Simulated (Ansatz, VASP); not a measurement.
One calculation of La2S, two programs

```
La S
1.0
    -2.00024    2.00024    4.97875
     2.00024   -2.00024    4.97875
     2.00024    2.00024   -4.97875
La S
2 1
Direct
  0.66839 0.66839 0.00000
  0.33161 0.33161 0.00000
  0.00000 0.00000 0.00000
```

Change from the starting cell: species swapped into the LuAg2 type (I4/mmm, No. 139).

Alike in both runs: task single point; functional PBE; k mesh 6 × 6 × 6; occupations gaussian, width 0.1 eV; no spin polarisation.

```csv
,VASP,Ansatz
version,VASP 6.6.1,Ansatz 0.2.0
potentials or method,"VASP PAW PBE potentials, release 64 (La, S), cutoff 520 eV","scalar-relativistic, plane waves, PAW"
valence electrons in the cell,28,28
```

|  | VASP | Ansatz | Ansatz less VASP |
| --- | --- | --- | --- |
| gap on the k mesh at the Fermi level (eV) | none | none | - |
| pressure (GPa) | 0.2 | 0.2 | +0.03 |
| traceless stress, the component that is largest in VASP (GPa) | 1.27 | 1.30 | +0.024 |
| rms of the force components (eV/Å) | 0.410 | 0.406 | -0.0041 |

Atom by atom the forces differ by 0.004 eV/Å (rms over components). A gap of «none» marks a metal or a gap that the smearing closes. With one functional, cell and mesh, what is left measures potentials, basis and numerics.

The k mesh is coarse, so the values compare programs but aren't converged. Neither program's run includes spin-orbit coupling.
